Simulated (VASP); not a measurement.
# Si (Fd-3m) in VASP: phonons with r2SCAN

Aim: the phonons of Si with r2SCAN.

All numbers are computed with VASP 6.6.1; they aren't measurements. Logs are shortened: lines on timing, memory, paths and dates and some standing lists are left out, and cuts for length are marked.

**1. The cell of the first run**

The structure is cubic, space group Fd-3m (No. 227). Conventional cell: a = 5.444 Å, b = 5.444 Å, c = 5.444 Å, α = 90.00°, β = 90.00°, γ = 90.00°. Si (site symmetry -43m) has 4 Si at 2.36 Å within 3.1 Å.

**2. Phonons, r2SCAN (zone-centre modes of this cell by finite displacements)**

Contents of INCAR:

```
SYSTEM = Si
PREC     = Accurate       ! precision mode
ENCUT    = 520            ! plane-wave cutoff, eV
EDIFF    = 1E-8           ! SCF threshold, eV
ISMEAR   = 0              ! smearing method
SIGMA    = 0.05           ! smearing width, eV
LREAL    = .FALSE.        ! projectors in reciprocal space
LASPH    = .TRUE.         ! aspherical terms in the spheres
NELM     = 60             ! most SCF steps
ALGO     = Normal         ! electronic algorithm
ISIF     = 2              ! what is computed and relaxed
LWAVE    = .FALSE.        ! write WAVECAR
LCHARG   = .FALSE.        ! write CHGCAR
METAGGA  = R2SCAN         ! meta-GGA
LMIXTAU  = .TRUE.       
IBRION   = 6              ! ionic algorithm
NFREE    = 2            
POTIM    = 0.015          ! step
NSW      = 1              ! ionic steps
```

Contents of KPOINTS:

```
Automatic mesh
0
G
  8 8 8
  0 0 0
```

Contents of POSCAR:

```
Si
1.0
    0.0000000000      2.7221053412      2.7221053412
    2.7221053412      0.0000000000      2.7221053412
    2.7221053412      2.7221053412      0.0000000000
Si
2
Direct
    0.5000000000      0.5000000000      0.5000000000
    0.7500000000      0.7500000000      0.7500000000
```

Potentials or basis: VASP PAW PBE potentials, release 64 (Si).

Run with:

```bash
$ cat potpaw_PBE.64/Si/POTCAR > POTCAR
$ mpirun -np 1 vasp_std > vasp.out
```

OUTCAR:

```text
SYSTEM = Si
   PREC = Accurate
   ENCUT = 520
   EDIFF = 1E-8
   ISMEAR = 0
   LREAL = .FALSE.
   LASPH = .TRUE.
   NELM = 60
   ISIF = 2
   METAGGA = R2SCAN
   IBRION = 6
   NFREE = 2
   POTIM = 0.015
   NSW = 1

 ion  position               nearest neighbor table
   1  0.500  0.500  0.500-   2 2.36   2 2.36   2 2.36   2 2.36
   2  0.750  0.750  0.750-   1 2.36   1 2.36   1 2.36   1 2.36

  LATTYP: Found a face centered cubic cell.
 ALAT       =     5.4442106824

  Lattice vectors:

 A1 = (   0.0000000000,   2.7221053412,   2.7221053412)
 A2 = (   2.7221053412,   0.0000000000,   2.7221053412)
 A3 = (   2.7221053412,   2.7221053412,   0.0000000000)

Analysis of symmetry for initial positions (statically):
=====================================================================
 Subroutine PRICEL returns:
 Original cell was already a primitive cell.

 Routine SETGRP: Setting up the symmetry group for a
 face centered cubic supercell.

 Subroutine GETGRP returns: Found 48 space group operations
 (whereof 24 operations were pure point group operations)
 out of a pool of 48 trial point group operations.

The static configuration has the point symmetry T_d .
 The point group associated with its full space group is O_h .

Analysis of symmetry for dynamics (positions and initial velocities):
=====================================================================
 Subroutine PRICEL returns:
 Original cell was already a primitive cell.

 Routine SETGRP: Setting up the symmetry group for a
 face centered cubic supercell.

 Subroutine GETGRP returns: Found 48 space group operations
 (whereof 24 operations were pure point group operations)
 out of a pool of 48 trial point group operations.

The dynamic configuration has the point symmetry T_d .
 The point group associated with its full space group is O_h .

 Subroutine INISYM returns: Found 48 space group operations
 (whereof 24 operations are pure point group operations),
 and found     1 'primitive' translations

----------------------------------------------------------------------------------------

                                     Primitive cell

  volume of cell :      40.3408

  direct lattice vectors                    reciprocal lattice vectors
     0.000000000  2.722105341  2.722105341    -0.183681356  0.183681356  0.183681356
     2.722105341  0.000000000  2.722105341     0.183681356 -0.183681356  0.183681356
     2.722105341  2.722105341  0.000000000     0.183681356  0.183681356 -0.183681356

  length of vectors
     3.849638292  3.849638292  3.849638292     0.318145441  0.318145441  0.318145441

  position of ions in fractional coordinates (direct lattice)
     0.500000000  0.500000000  0.500000000
     0.750000000  0.750000000  0.750000000

  ion indices of the primitive-cell ions
   primitive index   ion index
                 1           1
                 2           2

----------------------------------------------------------------------------------------

 KPOINTS: Automatic mesh

Automatic generation of k-mesh.
 Grid dimensions read from file:
 generate k-points for:    8    8    8

 Generating k-lattice:

  Cartesian coordinates                     Fractional coordinates (reciprocal lattice)
    -0.022960169  0.022960169  0.022960169     0.125000000  0.000000000  0.000000000
     0.022960169 -0.022960169  0.022960169     0.000000000  0.125000000  0.000000000
[... 55 lines left out ...]
   LASPH  =      T    aspherical Exc in radial PAW
   ENCUT  =  520.0 eV  38.22 Ry    6.18 a.u.   7.16  7.16  7.16*2*pi/ulx,y,z
   NELM   =     60;   NELMIN=  2; NELMDL= -5     # of ELM steps
   EDIFF  = 0.1E-07   stopping-criterion for ELM
   LREAL  =      F    real-space projection
   EDIFFG = 0.1E-06   stopping-criterion for IOM
   NSW    =     61    number of steps for IOM
   IBRION =      6    ionic relax: 0-MD 1-quasi-New 2-CG
   NFREE  =      2    steps in history (QN), initial steepest desc. (CG)
   ISIF   =      2    stress and relaxation
   ISYM   =      2    0-nonsym 1-usesym 2-fastsym
   POTIM  = 0.0150    time-step for ionic-motion
   TEBEG  =    0.0;   TEEND  =   0.0 temperature during run
   PSTRESS=    0.0 pullay stress
   NELECT =       8.0000    total number of electrons
   NUPDOWN=      -1.0000    fix difference up-down
   EMIN   =  10.00;   EMAX   =-10.00  energy-range for DOS
   EFERMI =   0.00;   METHOD = LEGACY
   ISMEAR =     0;   SIGMA  =   0.05  broadening in eV -4-tet -1-fermi 0-gaus
   EFERMI_NEDOS =   21; number of points for ismear=-14 and -15
   IALGO  =     38    algorithm
   IMIX   =      4    mixing-type and parameters
     AMIX     =   0.40;   BMIX     =  1.00
     AMIX_MAG =   1.60;   BMIX_MAG =  1.00
  volume/ion in A,a.u.               =      20.17       136.12
  Fermi-wavevector in a.u.,A,eV,Ry     =   0.954677  1.804078 12.400467  0.911409
  Thomas-Fermi vector in A             =   2.083446
   LORBIT       =      0    0 simple, 1 ext, 2 COOP (PROOUT), +10 PAW based schemes
   METAGGA = R2SCAN    functional components
   LHFCALC =     F    Hartree Fock is set to
   AEXX    =    0.0000 exact exchange contribution
   IVDW    =     0    specifies the selected vdW correction
   LEPSILON=     F    determine dielectric tensor
   LRPA    =     F    only Hartree local field effects (RPA)
 finite differences with symmetry
 non-spin polarized calculation
 Gauss-broadening in eV      SIGMA  =   0.05
  energy-cutoff  :      520.00
  volume of cell :       40.34
 maximum number of plane-waves:      1106
 NGX is ok and might be reduce to    30
   NGX = 15   NGY = 15   NGZ = 15

--------------------------------------- Ionic step        1  -------------------------------------------

 number of electron       8.0000001 magnetization

 Free energy of the ion-electron system (eV)
  ---------------------------------------------------
  ext. energy  EPLUGINS =         0.00000000
  ---------------------------------------------------
  free energy    TOTEN  =       -17.54714131 eV

  energy without entropy =      -17.54714131  energy(sigma->0) =      -17.54714131

------------------------ aborting loop because EDIFF is reached ----------------------------------------

  FORCE on cell =-STRESS in cart. coord.  units (eV):
  Direction    XX          YY          ZZ          XY          YZ          ZX
  --------------------------------------------------------------------------------------
  -------------------------------------------------------------------------------------
  Total       -0.0578184     -0.0578184     -0.0578184      0.0000000      0.0000000      0.0000000
  in kB       -2.2963175     -2.2963175     -2.2963175      0.0000000      0.0000000      0.0000000
  external PRESSURE =      -2.2963175 kB  Pullay stress =       0.0000000 kB
[... 59 lines left out ...]
--------------------------------------- Ionic step        3  -------------------------------------------

 number of electron       8.0000000 magnetization

 Free energy of the ion-electron system (eV)
  ---------------------------------------------------
  ext. energy  EPLUGINS =         0.00000000
  ---------------------------------------------------
  free energy    TOTEN  =       -17.54558496 eV

  energy without entropy =      -17.54558496  energy(sigma->0) =      -17.54558496

 E-fermi :   5.9510     XC(G=0):  -9.8249

 val. band max:        5.7398732742   @ k =   0.0000   0.0000   0.0000
 cond. band min:       6.4871911555   @ k =   0.0000   0.3750   0.3750
 fundamental gap:      0.7473178813
 Fermi energy:         5.9509595784

 k-point     1 :       0.0000    0.0000    0.0000
  band No.  band energies     occupation
      1      -6.8104      2.00000
      2       5.5867      2.00000
      3       5.6638      2.00000
      4       5.7399      2.00000
      5       8.3726      0.00000
      6       8.4171      0.00000
      7       8.4632      0.00000
      8       9.5602      0.00000
[... 243 lines left out ...]
 k-point    24 :      -0.3750    0.2500    0.1250
  band No.  band energies     occupation
      1      -3.8308      2.00000
      2      -1.3431      2.00000
      3       2.0990      2.00000
      4       3.3838      2.00000
      5       9.0169      0.00000
      6       9.0647      0.00000
      7      11.9873      0.00000
      8      13.2830      0.00000

 [... further k-points ...]
[... 5 lines left out ...]
  --------------------------------------------------------------------------------------
  -------------------------------------------------------------------------------------
  Total       -0.0581842     -0.0544905     -0.0544905      0.0000000     -0.1405773      0.0000000
  in kB       -2.3108472     -2.1641481     -2.1641481      0.0000000     -5.5831724      0.0000000
  external PRESSURE =      -2.2130478 kB  Pullay stress =       0.0000000 kB
[... 17 lines left out ...]
  FREE ENERGIE OF THE ION-ELECTRON SYSTEM (eV)
  ---------------------------------------------------
  free  energy   TOTEN  =       -17.5455849619 eV

  energy  without entropy=      -17.5455849619  energy(sigma->0) =      -17.54558496

 INTERNAL STRAIN TENSORS FROM DISPLACED ATOMS
 ============================================

 INTERNAL STRAIN TENSOR FOR ION    1 for displacements in x,y,z  (eV/Angst):
          X           Y           Z          XY          YZ          ZX
  --------------------------------------------------------------------------------
  x     0.00000     0.00000     0.00000     0.00000     9.37156     0.00000
  y    -0.00000     0.00000    -0.00000     0.00000     0.00000     9.37156
  z     0.00000     0.00000     0.00000     9.37156     0.00000     0.00000

 INTERNAL STRAIN TENSOR FOR ION    2 for displacements in x,y,z  (eV/Angst):
          X           Y           Z          XY          YZ          ZX
  --------------------------------------------------------------------------------
  x     0.00000    -0.00000    -0.00000     0.00000    -9.37156     0.00000
  y     0.00000     0.00000     0.00000     0.00000     0.00000    -9.37156
  z    -0.00000    -0.00000     0.00000    -9.37156     0.00000     0.00000

 Eigenvectors and eigenvalues of the dynamical matrix
 ----------------------------------------------------

   1 f  =   15.517263 THz    97.497837 2PiTHz  517.600170 cm-1    64.174213 meV
             X         Y         Z           dx          dy          dz
      2.722105  2.722105  2.722105     0.000000   -0.707107    0.000000
      4.083158  4.083158  4.083158     0.000000    0.707107    0.000000
[... 21 lines left out ...]
   6 f  =    0.000000 THz     0.000000 2PiTHz    0.000000 cm-1     0.000000 meV
             X         Y         Z           dx          dy          dz
      2.722105  2.722105  2.722105     0.000000    0.000000    0.707107
      4.083158  4.083158  4.083158     0.000000    0.000000    0.707107

 ELASTIC MODULI CONTR FROM IONIC RELAXATION (kBar)
 Direction    XX          YY          ZZ          XY          YZ          ZX
 --------------------------------------------------------------------------------
 XX          -0.0000     -0.0000     -0.0000     -0.0000      0.0000      0.0000
 YY          -0.0000     -0.0000     -0.0000     -0.0000     -0.0000      0.0000
 ZZ          -0.0000     -0.0000     -0.0000      0.0000     -0.0000      0.0000
 XY          -0.0000     -0.0000      0.0000   -252.1251      0.0000      0.0000
 YZ           0.0000     -0.0000     -0.0000      0.0000   -252.1251      0.0000
 ZX           0.0000      0.0000      0.0000      0.0000      0.0000   -252.1251
 --------------------------------------------------------------------------------
```

Run time: 3 min. Hardware: 1 thread of Intel Xeon 6975P-C (Granite Rapids), shared host; peak memory 0.19 GiB.

What came out:

| Quantity | Value |
| --- | --- |
| Highest phonon frequency at Γ | 518 cm⁻¹ |

Phonon frequencies in cm⁻¹ (negative: imaginary):
```
              q point        frequencies
(0.000, 0.000, 0.000)  0 0 0 518 518 518
```

Caveat: the cell differs from its parent crystal (zone-centre modes of this cell by finite displacements); the PAW data sets were made with another functional, which shifts forces and pressure a little.
